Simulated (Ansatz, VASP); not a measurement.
GdSi3 in VASP and in Ansatz

```
CELL_PARAMETERS angstrom
4.17411 0.00000 0.00000
0.00000 4.17411 0.00000
0.00000 0.00000 4.17411
ATOMIC_POSITIONS crystal
Gd 0.00000 0.00000 0.00000
Si 0.00000 0.50000 0.50000
Si 0.50000 0.50000 0.00000
Si 0.50000 0.00000 0.50000
```

Alike in both runs: task single point; functional PBE; k mesh 8 × 8 × 8; occupations gaussian, width 0.05 eV; collinear spin.

```csv
,VASP,Ansatz
version,VASP 6.6.1,Ansatz 0.2.0
potentials or method,"VASP PAW PBE potentials, release 64 (Gd, Si), cutoff 520 eV","scalar-relativistic, plane waves, PAW"
valence electrons in the cell,30,30
```

VASP gave:

- gap on the k mesh at the Fermi level (eV): none
- pressure (GPa): -1.7
- net moment per atom (μB): 1.66
- size of the moment on the site where the two differ most (μB): 6.66

Estimate Ansatz's values.

gap on the k mesh at the Fermi level (eV): none; pressure (GPa): -1.8; net moment per atom (μB): 1.66; size of the moment on the site where the two differ most (μB): 6.81.

Site moments also hang on the region over which each program counts them. A gap of «none» marks a metal or a gap that the smearing closes.

Spin-orbit coupling is off throughout.
